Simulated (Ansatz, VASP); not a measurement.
**Two plane-wave programs on MgNi5Te6**

The input INCAR:

```
PREC = Accurate
ENCUT = 520
EDIFF = 1E-6
ISMEAR = 0
SIGMA = 0.2
LREAL = False
LASPH = True
NELM = 80
ALGO = Normal
ISIF = 2
LWAVE = False
LCHARG = False
GGA = PE
NBANDS = 56
```

KPOINTS

```
regular mesh
0
Gamma
  6 6 2
```

Contents of POSCAR:

```
MgNi5Te6
1.0
    4.0708841309      0.0000000289      0.0000000000
   -2.0354420905      3.5254890588      0.0000000000
    0.0000000000      0.0000000000     16.5893664000
Mg Ni Te
1 5 6
Direct
    0.0000000000      0.0000000000      0.0000000000
    0.0000000000      0.0000000000      0.3418990000
    0.0000000000      0.0000000000      0.6581010000
    0.0000000000      0.0000000000      0.1806390000
    0.0000000000      0.0000000000      0.5000000000
    0.0000000000      0.0000000000      0.8193610000
    0.3333333333      0.6666666667      0.1067950000
    0.3333333333      0.6666666667      0.4201910000
    0.3333333333      0.6666666667      0.7347770000
    0.6666666667      0.3333333333      0.2652230000
    0.6666666667      0.3333333333      0.5798090000
    0.6666666667      0.3333333333      0.8932050000
```

Input for Ansatz:

```yaml
crystal:
  lattice:
    - [4.0708841309, 2.89e-08, 0.0]
    - [-2.0354420905, 3.5254890588, 0.0]
    - [0.0, 0.0, 16.5893664]
  atoms:
    - { symbol: Mg, position: [0.0, 0.0, 0.0] }
    - { symbol: Ni, position: [0.0, 0.0, 0.341899] }
    - { symbol: Ni, position: [0.0, 0.0, 0.658101] }
    - { symbol: Ni, position: [0.0, 0.0, 0.180639] }
    - { symbol: Ni, position: [0.0, 0.0, 0.5] }
    - { symbol: Ni, position: [0.0, 0.0, 0.819361] }
    - { symbol: Te, position: [0.3333333333, 0.6666666667, 0.106795] }
    - { symbol: Te, position: [0.3333333333, 0.6666666667, 0.420191] }
    - { symbol: Te, position: [0.3333333333, 0.6666666667, 0.734777] }
    - { symbol: Te, position: [0.6666666667, 0.3333333333, 0.265223] }
    - { symbol: Te, position: [0.6666666667, 0.3333333333, 0.579809] }
    - { symbol: Te, position: [0.6666666667, 0.3333333333, 0.893205] }
basis:
  ecutwfc: 420
kpoints:
  mp_grid: { grid: [6, 6, 2] }
hamiltonian:
  xc: pbe
scf:
  occupations: { method: gaussian, width: 0.2 }
  lower_state_search: "off"
output:
  forces: true
  stress: true
  eigenvalues: true
```

Alike in both runs: task single point; functional PBE; k mesh 6 × 6 × 2; occupations gaussian, width 0.2 eV; no spin polarisation.

```csv
,VASP,Ansatz
version,VASP 6.6.1,Ansatz 0.2.0
potentials or method,"VASP PAW PBE potentials, release 64 (Mg, Ni, Te), cutoff 520 eV","scalar-relativistic, plane waves, PAW"
valence electrons in the cell,88,196
```

```csv
,VASP,Ansatz,Ansatz less VASP
gap on the k mesh at the Fermi level (eV),none,none,-
pressure (GPa),0.0,0.0,+0.04
"traceless stress, the component that is largest in VASP (GPa)",-0.07,-0.09,-0.016
rms of the force components (eV/Å),0.009,0.008,-0.0006
```

Atom by atom the forces differ by 0.002 eV/Å (rms over components). A gap of «none» marks a metal or a gap that the smearing closes. VASP's potentials hold 88 valence electrons a cell and Ansatz's 196, so a difference there can come from the potentials and not from the codes.

Spin-orbit coupling is off throughout.
